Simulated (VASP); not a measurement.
A run of VASP 6.6.1:

File INCAR:

```
ALGO = Normal
EDIFF = 1E-7
ENCUT = 520
GGA = PE
ISIF = 2
ISMEAR = 0
LASPH = True
LCHARG = False
LREAL = False
LWAVE = False
NBANDS = 32
NELM = 100
PREC = Accurate
SIGMA = 0.1
```

File KPOINTS:

```
k-points
0
Gamma
  9 9 9
```

File POSCAR:

```
Bi2Te3
1.0
    2.2344061668      1.2900350019      9.8566676833
   -2.2344061668      1.2900350019      9.8566676833
    0.0000000000     -2.5800700037      9.8566676833
Bi Te
2 3
Direct
    0.8096681991      0.8096681991      0.8096681991
    0.4003317438      0.4003317438      0.4003317438
    0.6050004714      0.6050004714      0.6050004714
    0.2035891255      0.2035891255      0.2035891255
    0.0064104602      0.0064104602      0.0064104602
```

Potentials or basis: VASP PAW PBE potentials, release 64 (Bi_d, Te).

The run is started by

```bash
$ cat potpaw_PBE.64/Bi_d/POTCAR potpaw_PBE.64/Te/POTCAR > POTCAR
$ mpirun -np 1 vasp_std > vasp.out
```

Hardware: 1 thread of Intel(R) Xeon(R) Platinum 8259CL CPU @ 2.50GHz (Skylake/Cascade Lake) (shared host).

Problem. Estimate the wall time of this run.

Solution. Run time: 44 min on 1 thread of Intel(R) Xeon(R) Platinum 8259CL CPU @ 2.50GHz (Skylake/Cascade Lake), with other jobs on the host, peak memory 1.1 GiB. Counts: scf iterations 17, k points 85.
